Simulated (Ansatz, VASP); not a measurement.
# ZnSe: VASP beside Ansatz

INCAR

```
SYSTEM = ZnSe
ALGO = Normal
EDIFF = 1E-6
ENCUT = 520
GGA = PS
ISIF = 2
ISMEAR = 0
LASPH = .TRUE.
LCHARG = .FALSE.
LREAL = .FALSE.
LWAVE = .FALSE.
NBANDS = 16
NELM = 100
PREC = Accurate
SIGMA = 0.02
```

File KPOINTS:

```
k-points
0
G
  8 8 8
  0 0 0
```

Contents of POSCAR:

```
ZnSe
1.0
    0.0000000000      2.8718417359      2.8718417359
    2.8718417359      0.0000000000      2.8718417359
    2.8718417359      2.8718417359      0.0000000000
Zn Se
1 1
Direct
    0.0000000000      0.0000000000      0.0000000000
    0.2500000000      0.2500000000      0.2500000000
```

Input for Ansatz:

```yaml
crystal:
  lattice:
    - [0.0, 2.8718417359, 2.8718417359]
    - [2.8718417359, 0.0, 2.8718417359]
    - [2.8718417359, 2.8718417359, 0.0]
  atoms:
    - { symbol: Zn, position: [0.0, 0.0, 0.0] }
    - { symbol: Se, position: [0.25, 0.25, 0.25] }
basis:
  ecutwfc: 420
kpoints:
  mp_grid: { grid: [8, 8, 8] }
hamiltonian:
  xc: pbesol
scf:
  occupations: { method: gaussian, width: 0.02 }
output:
  forces: true
  stress: true
  eigenvalues: true
```

Alike in both runs: task single point; functional PBEsol; k mesh 8 × 8 × 8; occupations gaussian, width 0.02 eV; no spin polarisation.

```csv
,VASP,Ansatz
version,VASP 6.6.1,Ansatz 0.2.0
potentials or method,"VASP PAW PBE potentials, release 64 (Zn, Se), cutoff 520 eV","scalar-relativistic, plane waves, PAW"
valence electrons in the cell,18,28
```

```csv
,VASP,Ansatz,Ansatz less VASP
gap on the k mesh at the Fermi level (eV),1.02,1.01,-0.002
least direct gap on the mesh (eV),1.02,1.01,-0.002
pressure (GPa),-3.1,-3.3,-0.21
```

VASP's potentials were made for PBE, not for PBEsol. With one functional, cell and mesh, what is left measures potentials, basis and numerics. VASP's potentials hold 18 valence electrons a cell and Ansatz's 28, so a difference there can come from the potentials and not from the codes.
